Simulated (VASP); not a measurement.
Crystal: C.

```
C
1.0
     0.00000    1.78012    1.83353
     1.78012    0.00000    1.83353
     1.78012    1.78012    0.00000
C
2
Direct
  0.00000 0.00000 0.00000
  0.25000 0.25000 0.25000
```

This cell differs from its parent crystal: uniaxial z strain +3.0%.

Base run:

* Program: VASP 6.6.1
* Functional: r2SCAN
* Potentials or basis: VASP PAW PBE potentials, release 64 (C_h)
* Cutoff: 910 eV
* k mesh: 12 × 12 × 12
* Occupations: gaussian, width 0.01 eV
* Spin: no spin polarisation

Its results: band gap on the k mesh 3.93 eV, indirect (least direct gap 5.53 eV); pressure -13.4 GPa.

**Question.** The run is repeated on the same cell with these changes: potentials or basis from VASP PAW PBE potentials, release 64 (C_h) to VASP PAW PBE potentials, release 64 (C); cutoff from 910 eV to 520 eV. What comes out?

**Answer.** Band gap on the k mesh 3.90 eV, indirect (least direct gap 5.49 eV); pressure -11.6 GPa.

Caveats: the PAW data sets were made with another functional, which shifts forces and pressure a little; the cutoff is under 1.25 times the usual one of these potentials, so pressure, stress and relaxed cells hold a basis-set (Pulay) error (some runs).

A k mesh can miss the band edges.
